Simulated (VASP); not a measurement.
## Ge: single point with LDA

Ge:

```xyz
1
Lattice="-1.4973 1.4973 1.4973 1.4973 -1.4973 1.4973 1.4973 1.4973 -1.4973" Properties=species:S:1:pos:R:3 pbc="T T T"
Ge    0.0000    0.0000    0.0000
```

This cell differs from its parent crystal: volume scaled by 0.75.

```
Program             : VASP 6.6.1
Task                : single point
Functional          : LDA
Potentials or basis : VASP PAW LDA potentials, release 64 (Ge_d)
Cutoff              : 520 eV
k mesh              : 18 × 18 × 18
Occupations         : fermi-dirac, width 0.1 eV
Spin                : no spin polarisation
```

```
Pressure               : 42.8 GPa
Band gap on the k mesh : zero (band 7 reaches 23.96 eV, above the bottom of band 8 at 6.28 eV)
```

Levels at points of the mesh, in eV from the Fermi level:
```csv
k point,band 3,band 4,band 5,band 6,band 7,band 8,band 9,band 10,band 11,band 12
"(0.00, 0.00, 0.00)",-25.14,-24.92,-24.92,-16.49,13.17,13.17,13.17,18.02,18.02,18.02
"(0.50, 0.00, 0.00)",-24.93,-24.92,-24.78,-8.11,-7.56,5.97,8.55,11.09,12.21,24.01
"(0.50, 0.50, 0.50)",-24.81,-24.81,-24.81,-0.88,-0.88,-0.88,0.07,4.16,4.16,30.57
```

Run time: 12 s on 1 thread of AMD EPYC 9R45 96-Core Processor (Zen 5), on a shared host, peak memory 0.11 GiB.
